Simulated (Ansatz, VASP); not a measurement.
One calculation of Li2B2C, two programs

The input INCAR:

```
SYSTEM = Li2B2C
ALGO = Normal
EDIFF = 1E-6
ENCUT = 750
GGA = PE
GGA_COMPAT = .FALSE.
ISIF = 2
ISMEAR = 0
LASPH = .TRUE.
LCHARG = .TRUE.
LELF = .TRUE.
LREAL = .FALSE.
LVHAR = .TRUE.
LWAVE = .FALSE.
NBANDS = 16
NELM = 120
PREC = Accurate
SIGMA = 0.1
```

Contents of KPOINTS:

```
k-points
0
G
  8 8 8
  0 0 0
```

Contents of POSCAR:

```
Li2B2C
1.0
   -1.8421885776      1.8421885776      4.4689360227
    1.8421885776     -1.8421885776      4.4689360227
    1.8421885776      1.8421885776     -4.4689360227
Li B C
2 2 1
Direct
    0.2500000000      0.7500000000      0.5000000000
    0.7500000000      0.2500000000      0.5000000000
    0.3711000000      0.3711000000      0.0000000000
    0.6289000000      0.6289000000      0.0000000000
    0.0000000000      0.0000000000      0.0000000000
```

Input for Ansatz:

```yaml
crystal:
  lattice:
    - [-1.8421885776, 1.8421885776, 4.4689360227]
    - [1.8421885776, -1.8421885776, 4.4689360227]
    - [1.8421885776, 1.8421885776, -4.4689360227]
  atoms:
    - { symbol: Li, position: [0.25, 0.75, 0.5] }
    - { symbol: Li, position: [0.75, 0.25, 0.5] }
    - { symbol: B, position: [0.3711, 0.3711, 0.0] }
    - { symbol: B, position: [0.6289, 0.6289, 0.0] }
    - { symbol: C, position: [0.0, 0.0, 0.0] }
basis:
  ecutwfc: 420
kpoints:
  mp_grid: { grid: [8, 8, 8] }
hamiltonian:
  xc: pbe
scf:
  occupations: { method: gaussian, width: 0.1 }
  lower_state_search: "off"
output:
  forces: true
  stress: true
  eigenvalues: true
```

Alike in both runs: task single point; functional PBE; k mesh 8 × 8 × 8; occupations gaussian, width 0.1 eV; no spin polarisation.

```csv
,VASP,Ansatz
version,VASP 6.6.1,Ansatz 0.2.0
potentials or method,"VASP PAW PBE potentials, release 64 (Li_sv, B, C), cutoff 750 eV","scalar-relativistic, plane waves, PAW"
valence electrons in the cell,16,16
```

```tsv
	VASP	Ansatz	Ansatz less VASP
gap on the k mesh at the Fermi level (eV)	none	none	-
pressure (GPa)	-7.5	-7.4	+0.09
traceless stress, the component that is largest in VASP (GPa)	-8.61	-8.59	+0.015
rms of the force components (eV/Å)	1.540	1.536	-0.0038
```

Atom by atom the forces differ by 0.004 eV/Å (rms over components). A gap of «none» marks a metal or a gap that the smearing closes.
